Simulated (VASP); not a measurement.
Input of a VASP 6.6.1 run:

File INCAR:

```
  PREC = Accurate
  ENCUT = 520
  EDIFF = 1E-6
  ISMEAR = -1
  SIGMA = 0.1
  LREAL = F
  LASPH = T
  NELM = 60
  ALGO = Normal
  ISIF = 2
  LWAVE = F
  LCHARG = F
  GGA = CA
  NBANDS = 11
```

File KPOINTS:

```
Automatic mesh
0
Gamma
  15 15 15
```

POSCAR

```
Hf
1.0
    2.5769457358      0.0000000000      0.0000000000
    0.0000000000      2.5769457358      0.0000000000
    0.0000000000      0.0000000000      2.5769457358
Hf
1
Direct
    0.0000000000      0.0000000000      0.0000000000
```

Potentials or basis: VASP PAW LDA potentials, release 64 (Hf_pv).

Command:

```console
$ cat potpaw_LDA.64/Hf_pv/POTCAR > POTCAR
$ mpirun -np 1 vasp_std > vasp.out
```

Question: What does it give for the band gap on the k mesh?

Answer: Zero (band 5 reaches 7.35 eV, above the bottom of band 6 at 3.73 eV).

Question: What does it give for the pressure?

Answer: 39.8 GPa.

Caveat: spin-orbit coupling is left out, which moves the levels of the heavy elements.
